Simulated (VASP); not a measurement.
# WS2 (R3m) in VASP: further runs, part 2 of 2

VASP 6.6.1. The steps go on from the part before.

**5. Single point, PBEsol (strain +0.040 along x and y, +0.080 along z)**

INCAR

```
  PREC = Accurate
  ENCUT = 520
  EDIFF = 1E-7
  ISMEAR = 0
  SIGMA = 0.05
  LREAL = False
  LASPH = True
  NELM = 80
  ALGO = Normal
  ISIF = 2
  LWAVE = False
  LCHARG = False
  GGA = PS
  NBANDS = 20
```

KPOINTS

```
regular mesh
0
Gamma
  12 12 12
```

POSCAR

```
WS2
1.0
    1.6421603996      0.9481017488      6.6563964000
   -1.6421603996      0.9481017488      6.6563964000
    0.0000000000     -1.8962034976      6.6563964000
W S
1 2
Direct
    0.0000000000      0.0000000000      0.0000000000
    0.7503000000      0.7503000000      0.7503000000
    0.5810000000      0.5810000000      0.5810000000
```

Potentials or basis: VASP PAW PBE potentials, release 64 (W_sv, S).

Command:

```console
$ cat potpaw_PBE.64/W_sv/POTCAR potpaw_PBE.64/S/POTCAR > POTCAR
$ mpirun -np 1 vasp_std > vasp.out
```

OUTCAR:

```text
PREC = Accurate
   ENCUT = 520
   EDIFF = 1E-7
   ISMEAR = 0
   LREAL = False
   LASPH = True
   NELM = 80
   ISIF = 2
   GGA = PS

 ion  position               nearest neighbor table
   1  0.000  0.000  0.000-   2 2.53   2 2.53   2 2.53   3 2.55   3 2.55   3 2.55
   2  0.750  0.750  0.750-   1 2.53   1 2.53   1 2.53
   3  0.581  0.581  0.581-   1 2.55   1 2.55   1 2.55

  LATTYP: Found a trigonal (rhomboedric) cell.
 ALAT       =     6.9212138197
 COS(alpha) =     0.8874108312

  Lattice vectors:

 A1 = (   1.6421603996,   0.9481017488,   6.6563964000)
 A2 = (  -1.6421603996,   0.9481017488,   6.6563964000)
 A3 = (   0.0000000000,  -1.8962034976,   6.6563964000)

Analysis of symmetry for initial positions (statically):
=====================================================================
 Subroutine PRICEL returns:
 Original cell was already a primitive cell.

 Routine SETGRP: Setting up the symmetry group for a
 trigonal (rhombohedral) supercell.

 Subroutine GETGRP returns: Found  6 space group operations
 (whereof  6 operations were pure point group operations)
 out of a pool of 12 trial point group operations.

The static configuration has the point symmetry C_3v.

Analysis of symmetry for dynamics (positions and initial velocities):
=====================================================================
 Subroutine PRICEL returns:
 Original cell was already a primitive cell.

 Routine SETGRP: Setting up the symmetry group for a
 trigonal (rhombohedral) supercell.

 Subroutine GETGRP returns: Found  6 space group operations
 (whereof  6 operations were pure point group operations)
 out of a pool of 12 trial point group operations.

The dynamic configuration has the point symmetry C_3v.

 Subroutine INISYM returns: Found  6 space group operations
 (whereof  6 operations are pure point group operations),
 and found     1 'primitive' translations

----------------------------------------------------------------------------------------

                                     Primitive cell

  volume of cell :      62.1815

  direct lattice vectors                    reciprocal lattice vectors
     1.642160400  0.948101749  6.656396400     0.304476956  0.175789853  0.050077146
    -1.642160400  0.948101749  6.656396400    -0.304476956  0.175789853  0.050077146
     0.000000000 -1.896203498  6.656396400     0.000000000 -0.351579705  0.050077146

  length of vectors
     6.921213820  6.921213820  6.921213820     0.355128159  0.355128159  0.355128159

  position of ions in fractional coordinates (direct lattice)
     0.000000000  0.000000000  0.000000000
     0.750300000  0.750300000  0.750300000
     0.581000000  0.581000000  0.581000000

  ion indices of the primitive-cell ions
   primitive index   ion index
                 1           1
                 2           2
                 3           3

----------------------------------------------------------------------------------------

 KPOINTS: regular mesh

Automatic generation of k-mesh.
 Grid dimensions read from file:
 generate k-points for:   12   12   12

 Generating k-lattice:

  Cartesian coordinates                     Fractional coordinates (reciprocal lattice)
     0.025373080  0.014649154  0.004173095     0.083333333 -0.000000000  0.000000000
    -0.025373080  0.014649154  0.004173095    -0.000000000  0.083333333  0.000000000
     0.000000000 -0.029298309  0.004173095     0.000000000  0.000000000  0.083333333

  Length of vectors
     0.029594013  0.029594013  0.029594013

  Shift w.r.t. Gamma in fractional coordinates (k-lattice)
     0.000000000  0.000000000  0.000000000

 Subroutine IBZKPT returns following result:
 ===========================================

 Found    189 irreducible k-points:

 Following reciprocal coordinates:
            Coordinates               Weight
  0.000000  0.000000  0.000000      1.000000
  0.083333 -0.000000 -0.000000      6.000000
  0.166667  0.000000 -0.000000      6.000000
  0.250000  0.000000  0.000000      6.000000
  0.333333 -0.000000 -0.000000      6.000000
  0.416667 -0.000000 -0.000000      6.000000
[... 16 lines left out ...]
  0.500000  0.166667 -0.000000     12.000000
 -0.416667  0.166667 -0.000000     12.000000
 [... further k-points ...]
   k-points           NKPTS =    189   k-points in BZ     NKDIM =    189   number of bands    NBANDS=     20
   number of dos      NEDOS =    301   number of ions     NIONS =      3
   total plane-waves  NPLWV = 157464
   dimension x,y,z NGX =    54 NGY =   54 NGZ =   54
   dimension x,y,z NGXF=   108 NGYF=  108 NGZF=  108
   ions per type =               1   2
   NGX,Y,Z   is equivalent  to a cutoff of  12.97, 12.97, 12.97 a.u.
   NGXF,Y,Z  is equivalent  to a cutoff of  25.94, 25.94, 25.94 a.u.
 SYSTEM =  unknown system
   PREC   = accura    normal or accurate (medium, high low for compatibility)
   ISTART =      0    job   : 0-new  1-cont  2-samecut
   ICHARG =      2    charge: 1-file 2-atom 10-const
   ISPIN  =      1    spin polarized calculation?
   LNONCOLLINEAR =      F non collinear calculations
   LSORBIT =      F    spin-orbit coupling
   LASPH  =      T    aspherical Exc in radial PAW
   ENCUT  =  520.0 eV  38.22 Ry    6.18 a.u.  12.87 12.87 12.87*2*pi/ulx,y,z
   NELM   =     80;   NELMIN=  2; NELMDL= -5     # of ELM steps
   EDIFF  = 0.1E-06   stopping-criterion for ELM
   LREAL  =      F    real-space projection
   EDIFFG = 0.1E-05   stopping-criterion for IOM
   NSW    =      0    number of steps for IOM
   IBRION =     -1    ionic relax: 0-MD 1-quasi-New 2-CG
   NFREE  =      0    steps in history (QN), initial steepest desc. (CG)
   ISIF   =      2    stress and relaxation
   ISYM   =      2    0-nonsym 1-usesym 2-fastsym
   POTIM  = 0.5000    time-step for ionic-motion
   TEBEG  =    0.0;   TEEND  =   0.0 temperature during run
   PSTRESS=    0.0 pullay stress
   NELECT =      26.0000    total number of electrons
   NUPDOWN=      -1.0000    fix difference up-down
   EMIN   =  10.00;   EMAX   =-10.00  energy-range for DOS
   EFERMI =   0.00;   METHOD = LEGACY
   ISMEAR =     0;   SIGMA  =   0.05  broadening in eV -4-tet -1-fermi 0-gaus
   EFERMI_NEDOS =   21; number of points for ismear=-14 and -15
   IALGO  =     38    algorithm
   IMIX   =      4    mixing-type and parameters
     AMIX     =   0.40;   BMIX     =  1.00
     AMIX_MAG =   1.60;   BMIX_MAG =  1.00
  volume/ion in A,a.u.               =      20.73       139.87
  Fermi-wavevector in a.u.,A,eV,Ry     =   1.224181  2.313367 20.389951  1.498619
  Thomas-Fermi vector in A             =   2.359265
   LORBIT       =      0    0 simple, 1 ext, 2 COOP (PROOUT), +10 PAW based schemes
   GGA     = PS    functional components
   LHFCALC =     F    Hartree Fock is set to
   AEXX    =    0.0000 exact exchange contribution
   IVDW    =     0    specifies the selected vdW correction
   LEPSILON=     F    determine dielectric tensor
   LRPA    =     F    only Hartree local field effects (RPA)
 non-spin polarized calculation
 Gauss-broadening in eV      SIGMA  =   0.05
  energy-cutoff  :      520.00
  volume of cell :       62.18
 maximum number of plane-waves:      1693
 NGX is ok and might be reduce to    54
   NGX = 25   NGY = 25   NGZ = 25

 number of electron      26.0000002 magnetization

 Free energy of the ion-electron system (eV)
  ---------------------------------------------------
  ext. energy  EPLUGINS =         0.00000000
  ---------------------------------------------------
  free energy    TOTEN  =       -24.60904856 eV

  energy without entropy =      -24.60904856  energy(sigma->0) =      -24.60904856

 E-fermi :   5.4012     XC(G=0): -10.3537

 val. band max:        5.2098363541   @ k =   0.5000   0.5000   0.5000
 cond. band min:       6.3552050577   @ k =  -0.1667   0.1667   0.0000
 fundamental gap:      1.1453687035
 Fermi energy:         5.4012014377

 k-point     1 :       0.0000    0.0000    0.0000
  band No.  band energies     occupation
      1     -69.2824      2.00000
      2     -33.4069      2.00000
      3     -33.3038      2.00000
      4     -33.3038      2.00000
      5      -8.9991      2.00000
      6      -7.6506      2.00000
[... 12 lines left out ...]
     19      12.9230      0.00000
[... 513 lines left out ...]
      4     -33.3680      2.00000
      5      -7.0660      2.00000
      6      -6.8555      2.00000
[... 12 lines left out ...]
     19      12.7566      0.00000
     20      13.6503      0.00000

 [... further k-points ...]

------------------------ aborting loop because EDIFF is reached ----------------------------------------

  FORCE on cell =-STRESS in cart. coord.  units (eV):
  Direction    XX          YY          ZZ          XY          YZ          ZX
  --------------------------------------------------------------------------------------
  -------------------------------------------------------------------------------------
  Total       -6.6050836     -6.6050836     -9.1293248      0.0000000     -0.0000000      0.0000000
  in kB     -170.1876149   -170.1876149   -235.2276072      0.0000000     -0.0000000      0.0000000
  external PRESSURE =    -191.8676124 kB  Pullay stress =       0.0000000 kB

 VOLUME and BASIS-vectors are now :
 -----------------------------------------------------------------------------
  energy-cutoff  :      520.00
  volume of cell :       62.18
      direct lattice vectors                 reciprocal lattice vectors
     1.642160400  0.948101749  6.656396400     0.304476956  0.175789853  0.050077146
    -1.642160400  0.948101749  6.656396400    -0.304476956  0.175789853  0.050077146
     0.000000000 -1.896203498  6.656396400     0.000000000 -0.351579705  0.050077146

 POSITION                                       TOTAL-FORCE (eV/Angst)
 -----------------------------------------------------------------------------------
      0.00000      0.00000      0.00000         0.000000     -0.000000     -0.400991
      0.00000      0.00000     14.98288         0.000000      0.000000     -2.439475
      0.00000      0.00000     11.60210         0.000000     -0.000000      2.840466
 -----------------------------------------------------------------------------------
    total drift:                               -0.000000     -0.000000     -0.000251

  FREE ENERGIE OF THE ION-ELECTRON SYSTEM (eV)
  ---------------------------------------------------
  free  energy   TOTEN  =       -24.6090485610 eV

  energy  without entropy=      -24.6090485610  energy(sigma->0) =      -24.60904856
```

It took 24 min on 1 thread of Intel Xeon 8259CL, shared host; peak memory 0.5 GiB.

Results:

| Item | Value |
| --- | --- |
| Free energy | -24.6090 eV |
| Pressure | -19.2 GPa |
| Largest force | 2.840 eV/Å |
| Band gap on the k mesh | 1.15 eV (least direct gap 1.72 eV) |

Forces in eV/Å, atoms in the order of the input:
```
W    0.000  0.000 -0.401
S    0.000  0.000 -2.439
S    0.000  0.000  2.840
```

Levels at points of the mesh, in eV from the valence-band top:
```csv
k point,band 9,band 10,band 11,band 12,band 13,band 14,band 15,band 16,band 17,band 18
"(0.00, 0.00, 0.00)",-2.43,-1.45,-1.45,-1.44,-0.78,2.23,2.23,2.37,2.37,4.23
"(0.50, 0.00, 0.00)",-4.27,-3.07,-2.21,-1.21,-1.13,2.32,2.53,3.47,3.53,4.36
"(0.50, 0.50, 0.00)",-4.04,-3.01,-2.60,-1.34,-1.02,2.30,2.61,3.14,3.80,4.82
"(0.50, 0.50, 0.50)",-2.45,-2.45,-1.43,-1.43,0.00,2.20,2.20,2.38,2.38,4.81
```

Caveat: the cell differs from its parent crystal (strain +0.040 along x and y, +0.080 along z); the cell stands under tension; the PAW data sets were made with another functional, which shifts forces and pressure a little; spin-orbit coupling is left out, which moves the levels of the heavy elements.

**6. Single point, PBEsol (strain +0.080 along x and y, +0.040 along z)**

INCAR

```
SYSTEM = WS2
PREC     = Accurate       ! precision mode
ENCUT    = 520            ! plane-wave cutoff, eV
EDIFF    = 1E-6           ! SCF threshold, eV
ISMEAR   = 0              ! smearing method
SIGMA    = 0.05           ! smearing width, eV
LREAL    = .FALSE.        ! projectors in reciprocal space
LASPH    = .TRUE.         ! aspherical terms in the spheres
NELM     = 60             ! most SCF steps
ALGO     = Normal         ! electronic algorithm
ISIF     = 2              ! what is computed and relaxed
LWAVE    = .FALSE.        ! write WAVECAR
LCHARG   = .TRUE.         ! write CHGCAR
GGA      = PS             ! functional
LELF     = .TRUE.         ! ELF
LVHAR    = .TRUE.       
NBANDS   = 20             ! bands
```

KPOINTS

```
regular mesh
0
G
  12 12 12
  0 0 0
```

POSCAR

```
WS2
1.0
    1.7053204150      0.9845672007      6.4098632000
   -1.7053204150      0.9845672007      6.4098632000
    0.0000000000     -1.9691344013      6.4098632000
W S
1 2
Direct
    0.0000000000      0.0000000000      0.0000000000
    0.7503000000      0.7503000000      0.7503000000
    0.5810000000      0.5810000000      0.5810000000
```

Potentials or basis: VASP PAW PBE potentials, release 64 (W_sv, S).

Command:

```console
$ cat potpaw_PBE.64/W_sv/POTCAR potpaw_PBE.64/S/POTCAR > POTCAR
$ mpirun -np 1 vasp_std > vasp.out
```

It took 14 min on 1 thread of Intel Xeon 8259CL, shared host; peak memory 0.5 GiB.

Results (log left out):

- Free energy: -24.3297 eV
- Pressure: -21.3 GPa
- Largest force: 2.445 eV/Å
- Band gap on the k mesh: 0.74 eV (least direct gap 1.29 eV)

Forces on the atoms (eV/Å):
```
W    0.000  0.000 -0.376
S    0.000  0.000 -2.069
S    0.000  0.000  2.445
```

Stress tensor (GPa, compression positive):
```
-22.56   0.00   0.00
  0.00 -22.56   0.00
  0.00   0.00 -18.68
```

Levels at points of the mesh, in eV from the valence-band top:
| k point | band 9 | band 10 | band 11 | band 12 | band 13 | band 14 | band 15 | band 16 | band 17 | band 18 |
| --- | --- | --- | --- | --- | --- | --- | --- | --- | --- | --- |
| (0.00, 0.00, 0.00) | -3.08 | -2.14 | -2.14 | -1.24 | -0.64 | 1.70 | 1.70 | 1.92 | 1.92 | 3.37 |
| (0.50, 0.00, 0.00) | -4.46 | -3.57 | -2.18 | -1.86 | -1.29 | 1.55 | 1.85 | 2.98 | 3.08 | 3.93 |
| (0.50, 0.50, 0.00) | -4.21 | -3.49 | -2.61 | -2.03 | -1.22 | 1.51 | 1.88 | 2.65 | 3.42 | 4.48 |
| (0.50, 0.50, 0.50) | -3.10 | -3.07 | -2.10 | -2.10 | 0.00 | 1.76 | 1.76 | 1.83 | 1.83 | 3.97 |

Caveat: the cell differs from its parent crystal (strain +0.080 along x and y, +0.040 along z); the cell stands under tension; the PAW data sets were made with another functional, which shifts forces and pressure a little; spin-orbit coupling is left out, which moves the levels of the heavy elements.

**7. Overview**

| cell | gap on the mesh (eV) | pressure (GPa) | largest force (eV/Å) |
| --- | --- | --- | --- |
| a = 6.448 Å, angles 29.5°, 3 atoms | 0.71 | -11.2 | 1.08 |
| a = 6.684 Å, angles 28.4°, 3 atoms | 1.06 | -15.7 | 2.04 |
| a = 6.470 Å, angles 30.6°, 3 atoms | 0.37 | -18.1 | 1.61 |
| a = 6.921 Å, angles 27.5°, 3 atoms | 1.15 | -19.2 | 2.84 |
| a = 6.706 Å, angles 29.5°, 3 atoms | 0.74 | -21.3 | 2.44 |

Alike in all rows: task single point; level PBEsol; potentials or basis VASP PAW PBE potentials, release 64 (W_sv, S); no spin polarisation; k mesh 12 × 12 × 12; cutoff (eV) 520; smearing gaussian 0.05 eV.

Caveats: the cell stands under tension; the PAW data sets were made with another functional, which shifts forces and pressure a little; spin-orbit coupling is left out, which moves the levels of the heavy elements.

Total energies depend on the potentials used, so only differences within one code and one set of settings carry meaning.
